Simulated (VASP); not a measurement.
# Na (Im-3m) in VASP: notebook, part 2 of 2

VASP 6.6.1. Earlier steps stand in the parts before.

## 4. Single point, PBE (volume scaled by 1.02)

Input file INCAR:

```
PREC = Accurate
ENCUT = 520
EDIFF = 1E-6
ISMEAR = -1
SIGMA = 0.03
LREAL = F
LASPH = T
NELM = 80
ALGO = Normal
ISIF = 2
LWAVE = F
LCHARG = T
GGA = PE
LELF = T
LVHAR = T
NBANDS = 10
```

Input file KPOINTS:

```
Automatic mesh
0
Gamma
  11 11 11
```

Input file POSCAR:

```
Na
1.0
   -2.1315235875      2.1315235875      2.1315235875
    2.1315235875     -2.1315235875      2.1315235875
    2.1315235875      2.1315235875     -2.1315235875
Na
1
Direct
    0.0000000000      0.0000000000      0.0000000000
```

Potentials or basis: VASP PAW PBE potentials, release 64 (Na_pv).

Started as:

```sh
$ cat potpaw_PBE.64/Na_pv/POTCAR > POTCAR
$ mpirun -np 1 vasp_std > vasp.out
```

OUTCAR:

```text
PREC = Accurate
   ENCUT = 520
   EDIFF = 1E-6
   ISMEAR = -1
   LREAL = F
   LASPH = T
   NELM = 80
   ISIF = 2
   GGA = PE

 ion  position               nearest neighbor table
   1  0.000  0.000  0.000-

  LATTYP: Found a body centered cubic cell.
 ALAT       =     4.2630471750

  Lattice vectors:

 A1 = (  -2.1315235875,   2.1315235875,   2.1315235875)
 A2 = (   2.1315235875,  -2.1315235875,   2.1315235875)
 A3 = (   2.1315235875,   2.1315235875,  -2.1315235875)

Analysis of symmetry for initial positions (statically):
=====================================================================
 Subroutine PRICEL returns:
 Original cell was already a primitive cell.

 Routine SETGRP: Setting up the symmetry group for a
 body centered cubic supercell.

 Subroutine GETGRP returns: Found 48 space group operations
 (whereof 48 operations were pure point group operations)
 out of a pool of 48 trial point group operations.

The static configuration has the point symmetry O_h .

Analysis of symmetry for dynamics (positions and initial velocities):
=====================================================================
 Subroutine PRICEL returns:
 Original cell was already a primitive cell.

 Routine SETGRP: Setting up the symmetry group for a
 body centered cubic supercell.

 Subroutine GETGRP returns: Found 48 space group operations
 (whereof 48 operations were pure point group operations)
 out of a pool of 48 trial point group operations.

The dynamic configuration has the point symmetry O_h .

 Subroutine INISYM returns: Found 48 space group operations
 (whereof 48 operations are pure point group operations),
 and found     1 'primitive' translations

----------------------------------------------------------------------------------------

                                     Primitive cell

  volume of cell :      38.7374

  direct lattice vectors                    reciprocal lattice vectors
    -2.131523587  2.131523587  2.131523587     0.000000000  0.234573993  0.234573993
     2.131523587 -2.131523587  2.131523587     0.234573993  0.000000000  0.234573993
     2.131523587  2.131523587 -2.131523587     0.234573993  0.234573993  0.000000000

  length of vectors
     3.691907151  3.691907151  3.691907151     0.331737723  0.331737723  0.331737723

  position of ions in fractional coordinates (direct lattice)
     0.000000000  0.000000000  0.000000000

  ion indices of the primitive-cell ions
   primitive index   ion index
                 1           1

----------------------------------------------------------------------------------------

 KPOINTS: Automatic mesh

Automatic generation of k-mesh.
 Grid dimensions read from file:
 generate k-points for:   11   11   11

 Generating k-lattice:

  Cartesian coordinates                     Fractional coordinates (reciprocal lattice)
     0.000000000  0.021324908  0.021324908     0.090909091  0.000000000  0.000000000
     0.021324908  0.000000000  0.021324908     0.000000000  0.090909091  0.000000000
     0.021324908  0.021324908  0.000000000     0.000000000  0.000000000  0.090909091

  Length of vectors
     0.030157975  0.030157975  0.030157975

  Shift w.r.t. Gamma in fractional coordinates (k-lattice)
     0.000000000  0.000000000  0.000000000

 Subroutine IBZKPT returns following result:
 ===========================================

 Found     56 irreducible k-points:

 Following reciprocal coordinates:
            Coordinates               Weight
  0.000000  0.000000  0.000000      1.000000
  0.090909  0.000000  0.000000     12.000000
  0.181818  0.000000  0.000000     12.000000
  0.272727  0.000000  0.000000     12.000000
  0.363636  0.000000  0.000000     12.000000
  0.454545  0.000000  0.000000     12.000000
[... 16 lines left out ...]
  0.272727  0.181818  0.090909     48.000000
  0.363636  0.181818  0.090909     24.000000
 [... further k-points ...]
   k-points           NKPTS =     56   k-points in BZ     NKDIM =     56   number of bands    NBANDS=     10
   number of dos      NEDOS =    301   number of ions     NIONS =      1
   total plane-waves  NPLWV =  21952
   dimension x,y,z NGX =    28 NGY =   28 NGZ =   28
   dimension x,y,z NGXF=    56 NGYF=   56 NGZF=   56
   ions per type =               1
   NGX,Y,Z   is equivalent  to a cutoff of  12.61, 12.61, 12.61 a.u.
   NGXF,Y,Z  is equivalent  to a cutoff of  25.22, 25.22, 25.22 a.u.
 SYSTEM =  unknown system
   PREC   = accura    normal or accurate (medium, high low for compatibility)
   ISTART =      0    job   : 0-new  1-cont  2-samecut
   ICHARG =      2    charge: 1-file 2-atom 10-const
   ISPIN  =      1    spin polarized calculation?
   LNONCOLLINEAR =      F non collinear calculations
   LSORBIT =      F    spin-orbit coupling
   LASPH  =      T    aspherical Exc in radial PAW
   ENCUT  =  520.0 eV  38.22 Ry    6.18 a.u.   6.86  6.86  6.86*2*pi/ulx,y,z
   NELM   =     80;   NELMIN=  2; NELMDL= -5     # of ELM steps
   EDIFF  = 0.1E-05   stopping-criterion for ELM
   LREAL  =      F    real-space projection
   EDIFFG = 0.1E-04   stopping-criterion for IOM
   NSW    =      0    number of steps for IOM
   IBRION =     -1    ionic relax: 0-MD 1-quasi-New 2-CG
   NFREE  =      0    steps in history (QN), initial steepest desc. (CG)
   ISIF   =      2    stress and relaxation
   ISYM   =      2    0-nonsym 1-usesym 2-fastsym
   POTIM  = 0.5000    time-step for ionic-motion
   TEBEG  =    0.0;   TEEND  =   0.0 temperature during run
   PSTRESS=    0.0 pullay stress
   NELECT =       7.0000    total number of electrons
   NUPDOWN=      -1.0000    fix difference up-down
   EMIN   =  10.00;   EMAX   =-10.00  energy-range for DOS
   EFERMI =   0.00;   METHOD = LEGACY
   ISMEAR =    -1;   SIGMA  =   0.03  broadening in eV -4-tet -1-fermi 0-gaus
   EFERMI_NEDOS =   21; number of points for ismear=-14 and -15
   IALGO  =     38    algorithm
   IMIX   =      4    mixing-type and parameters
     AMIX     =   0.40;   BMIX     =  1.00
     AMIX_MAG =   1.60;   BMIX_MAG =  1.00
  volume/ion in A,a.u.               =      38.74       261.41
  Fermi-wavevector in a.u.,A,eV,Ry     =   0.925545  1.749026 11.655198  0.856633
  Thomas-Fermi vector in A             =   2.051411
   LORBIT       =      0    0 simple, 1 ext, 2 COOP (PROOUT), +10 PAW based schemes
   GGA     = PE    functional components
   LHFCALC =     F    Hartree Fock is set to
   AEXX    =    0.0000 exact exchange contribution
   IVDW    =     0    specifies the selected vdW correction
   LEPSILON=     F    determine dielectric tensor
   LRPA    =     F    only Hartree local field effects (RPA)
 non-spin polarized calculation
  energy-cutoff  :      520.00
  volume of cell :       38.74
 maximum number of plane-waves:      1055
   NGX = 13   NGY = 13   NGZ = 13

 number of electron       7.0000013 magnetization

 Free energy of the ion-electron system (eV)
  ---------------------------------------------------
  ext. energy  EPLUGINS =         0.00000000
  ---------------------------------------------------
  free energy    TOTEN  =        -1.31249120 eV

  energy without entropy =       -1.31128569  energy(sigma->0) =       -1.31188845

 E-fermi :   0.2158     XC(G=0):  -6.3890

 val. band max:        0.1751214689   @ k =  -0.3636   0.4545   0.0909
 cond. band min:       0.3075559555   @ k =   0.1818   0.1818   0.1818
 fundamental gap:      0.1324344865
 Fermi energy:         0.2158134630

 k-point     1 :       0.0000    0.0000    0.0000
  band No.  band energies     occupation
      1     -24.7313      2.00000
      2     -24.7313      2.00000
      3     -24.7313      2.00000
      4      -2.9812      2.00000
      5      11.6552      0.00000
      6      11.6552      0.00000
      7      11.6552      0.00000
      8      12.6317      0.00000
      9      12.6317      0.00000
     10      13.1697      0.00000

 k-point     2 :       0.0909    0.0000    0.0000
  band No.  band energies     occupation
      1     -24.7337      2.00000
      2     -24.7321      2.00000
      3     -24.7313      2.00000
      4      -2.8400      2.00000
      5       9.9870      0.00000
      6      10.8661      0.00000
      7      11.1207      0.00000
      8      11.6707      0.00000
      9      12.0414      0.00000
     10      13.3985      0.00000
[... 274 lines left out ...]
 k-point    24 :       0.3636    0.1818    0.0909
  band No.  band energies     occupation
      1     -24.7560      2.00000
      2     -24.7449      2.00000
      3     -24.7359      2.00000
      4       1.5503      0.00000
      5       1.9999      0.00000
      6       4.6807      0.00000
      7       6.4215      0.00000
      8      13.1676      0.00000
      9      14.4929      0.00000
     10      15.6143      0.00000

 [... further k-points ...]
[... 5 lines left out ...]
  --------------------------------------------------------------------------------------
  -------------------------------------------------------------------------------------
  Total       -0.0895538     -0.0895538     -0.0895538      0.0000000      0.0000000      0.0000000
  in kB       -3.7039410     -3.7039410     -3.7039410      0.0000000      0.0000000      0.0000000
  external PRESSURE =      -3.7039410 kB  Pullay stress =       0.0000000 kB

 VOLUME and BASIS-vectors are now :
 -----------------------------------------------------------------------------
  energy-cutoff  :      520.00
  volume of cell :       38.74
      direct lattice vectors                 reciprocal lattice vectors
    -2.131523587  2.131523587  2.131523587     0.000000000  0.234573993  0.234573993
     2.131523587 -2.131523587  2.131523587     0.234573993  0.000000000  0.234573993
     2.131523587  2.131523587 -2.131523587     0.234573993  0.234573993  0.000000000

 POSITION                                       TOTAL-FORCE (eV/Angst)
 -----------------------------------------------------------------------------------
      0.00000      0.00000      0.00000        -0.000000      0.000000      0.000000
 -----------------------------------------------------------------------------------
    total drift:                               -0.000000     -0.000000     -0.000000

  FREE ENERGIE OF THE ION-ELECTRON SYSTEM (eV)
  ---------------------------------------------------
  free  energy   TOTEN  =        -1.3124911997 eV

  energy  without entropy=       -1.3112856928  energy(sigma->0) =       -1.31188845
```

stdout:

```text
POSCAR found type information on POSCAR Na
 POSCAR found :  1 types and       1 ions
 scaLAPACK will be used
 LDA part: xc-table for (Slater+PW92), standard interpolation
 POSCAR, INCAR and KPOINTS ok, starting setup
 FFT: planning ... GRIDC
 FFT: planning ... GRID_SOFT
 FFT: planning ... GRID
 WAVECAR not read
 entering main loop
```

It took 8 s on 1 thread of Intel Xeon Platinum 8488C (Sapphire Rapids), shared host; peak memory 0.15 GiB.

Results:

| Property | Result |
| --- | --- |
| Free energy | -1.3125 eV |
| Pressure | -0.4 GPa |

Caveat: the cell differs from its parent crystal (volume scaled by 1.02).

## 5. Single point, PBE (volume scaled by 1.06)

Input file INCAR:

```
SYSTEM = Na
  PREC = Accurate
  ENCUT = 520
  EDIFF = 1E-6
  ISMEAR = -1
  SIGMA = 0.03
  LREAL = .False.
  LASPH = .True.
  NELM = 60
  ALGO = Normal
  ISIF = 2
  LWAVE = .False.
  LCHARG = .True.
  GGA = PE
  LELF = .True.
  LVHAR = .True.
  NBANDS = 10
```

Input file KPOINTS:

```
regular mesh
0
Gamma
  11 11 11
  0 0 0
```

Input file POSCAR:

```
Na
1.0
   -2.1590301515      2.1590301515      2.1590301515
    2.1590301515     -2.1590301515      2.1590301515
    2.1590301515      2.1590301515     -2.1590301515
Na
1
Direct
    0.0000000000      0.0000000000      0.0000000000
```

Started as:

```sh
$ cat potpaw_PBE.64/Na_pv/POTCAR > POTCAR
$ mpirun -np 1 vasp_std > vasp.out
```

Wall time 8.3 s (1 thread of Intel Xeon Platinum 8488C (Sapphire Rapids), shared host); peak memory 0.15 GiB.

Results (log left out):

```yaml
Free_energy: -1.3081 eV
Pressure: -0.6 GPa
```

Levels at points of the mesh, in eV from the Fermi level:
| k point | band 1 | band 2 | band 3 | band 4 | band 5 | band 6 |
| --- | --- | --- | --- | --- | --- | --- |
| (0.00, 0.00, 0.00) | -24.98 | -24.98 | -24.98 | -3.12 | 11.20 | 11.20 |

Caveat: the cell differs from its parent crystal (volume scaled by 1.06).

## 6. Single point, LDA

This run uses another cell than the first one, of 37.98 Å³/atom, 1.063 times its volume.

Input file INCAR:

```
PREC = Accurate
ENCUT = 520
EDIFF = 1E-7
ISMEAR = -1
SIGMA = 0.03
LREAL = F
LASPH = T
NELM = 80
ALGO = Normal
ISIF = 2
LWAVE = F
LCHARG = T
GGA = CA
LELF = T
LVHAR = T
NBANDS = 10
```

Input file KPOINTS:

```
regular mesh
0
Gamma
  11 11 11
```

Input file POSCAR:

```
Na
1.0
   -2.1175000000      2.1175000000      2.1175000000
    2.1175000000     -2.1175000000      2.1175000000
    2.1175000000      2.1175000000     -2.1175000000
Na
1
Direct
    0.0000000000      0.0000000000      0.0000000000
```

Potentials or basis: VASP PAW LDA potentials, release 64 (Na_pv).

Started as:

```sh
$ cat potpaw_LDA.64/Na_pv/POTCAR > POTCAR
$ mpirun -np 1 vasp_std > vasp.out
```

It took 9.7 s on 1 thread of Intel Xeon 6975P-C, shared host; peak memory 0.14 GiB.

Results (log left out):

```
Free energy : -1.4421 eV
Pressure    : -1.0 GPa
```

Levels at points of the mesh, in eV from the Fermi level:
```tsv
k point	band 1	band 2	band 3	band 4	band 5	band 6	band 7	band 8
(0.00, 0.00, 0.00)	-24.97	-24.97	-24.97	-3.24	11.48	11.48	11.48	12.57
```

## 7. Summary

```tsv
level	potentials or basis	cell	gap on the mesh (eV)	pressure (GPa)
PBE	VASP PAW PBE potentials, release 64 (Na_pv)	a = 3.593 Å, angles 109.5°, 1 atom	none	0.3
PBE	VASP PAW PBE potentials, release 64 (Na_pv)	a = 3.643 Å, angles 109.5°, 1 atom	none	-0.1
PBE	VASP PAW PBE potentials, release 64 (Na_pv)	a = 3.692 Å, angles 109.5°, 1 atom	none	-0.4
PBE	VASP PAW PBE potentials, release 64 (Na_pv)	a = 3.740 Å, angles 109.5°, 1 atom	none	-0.6
LDA	VASP PAW LDA potentials, release 64 (Na_pv)	a = 3.668 Å, angles 109.5°, 1 atom	none	-1.0
```

Alike in all rows: task single point; no spin polarisation; k mesh 11 × 11 × 11; cutoff (eV) 520; smearing fermi-dirac 0.03 eV.

Total energies depend on the potentials used, so only differences within one code and one set of settings carry meaning.
